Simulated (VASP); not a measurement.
Input of a VASP 6.6.1 run:

INCAR

```
PREC     = Accurate       # precision mode
ENCUT    = 520            # plane-wave cutoff, eV
EDIFF    = 1E-6           # SCF threshold, eV
ISMEAR   = -1             # smearing method
SIGMA    = 0.05           # smearing width, eV
LREAL    = False          # projectors in reciprocal space
LASPH    = True           # aspherical terms in the spheres
NELM     = 80             # most SCF steps
ALGO     = Normal         # electronic algorithm
ISIF     = 2              # what is computed and relaxed
LWAVE    = False          # write WAVECAR
LCHARG   = False          # write CHGCAR
GGA      = PE             # functional
NBANDS   = 18             # bands
```

KPOINTS

```
regular mesh
0
Gamma
  12 12 12
```

Contents of POSCAR:

```
Si2W
1.0
   -1.6384158444      1.6384158444      3.9917332191
    1.6384158444     -1.6384158444      3.9917332191
    1.6384158444      1.6384158444     -3.9917332191
W Si
1 2
Direct
    0.0000000000      0.0000000000      0.0000000000
    0.6653000000      0.6653000000      0.0000000000
    0.3347000000      0.3347000000      0.0000000000
```

Potentials or basis: VASP PAW PBE potentials, release 64 (W_sv, Si).

The run is started by

```sh
$ cat potpaw_PBE.64/W_sv/POTCAR potpaw_PBE.64/Si/POTCAR > POTCAR
$ mpirun -np 1 vasp_std > vasp.out
```

Problem. Estimate the pressure.

Solution. -8.8 GPa.

Problem. Estimate the band gap on the k mesh.

Solution. Zero (band 11 reaches 11.82 eV, above the bottom of band 12 at 10.61 eV).

Forces in eV/Å, atoms in the order of the input:
```
W    0.000  0.000  0.000
Si   0.000  0.000 -0.073
Si   0.000  0.000  0.073
```

Caveat: spin-orbit coupling is left out, which moves the levels of the heavy elements.
